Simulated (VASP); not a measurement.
## PbSe: single point with PBEsol

Crystal: PbSe.

```
Pb Se
1.0
     3.78432    0.00000    0.00000
     0.00000    3.78432    0.00000
     0.00000    0.00000    3.78432
Pb Se
1 1
Direct
  0.00000 0.00000 0.00000
  0.50000 0.50000 0.50000
```

```yaml
Program: VASP 6.6.1
Task: single point
Functional: PBEsol
Potentials_or_basis: VASP PAW PBE potentials, release 64 (Pb_d, Se)
Cutoff: 500 eV
k_mesh: 5 × 5 × 5
Occupations: fermi-dirac, width 0.1 eV
Spin: no spin polarisation
```

```
Pressure               : -3.1 GPa
Band gap on the k mesh : 0.22 eV, indirect (least direct gap 1.38 eV)
```

Levels at points of the mesh, in eV from the valence-band top:
| k point | band 7 | band 8 | band 9 | band 10 | band 11 | band 12 | band 13 | band 14 |
| --- | --- | --- | --- | --- | --- | --- | --- | --- |
| (0.00, 0.00, 0.00) | -7.02 | -1.43 | -1.43 | -1.43 | 5.11 | 5.11 | 6.10 | 6.10 |

It took 4.9 s on 1 thread of Intel(R) Xeon(R) 6975P-C (Granite Rapids), with other jobs on the host, peak memory 0.15 GiB.

Caveat: the PAW data sets were made with another functional, which shifts forces and pressure a little; spin-orbit coupling is left out, which moves the levels of the heavy elements. A k mesh can miss the band edges.
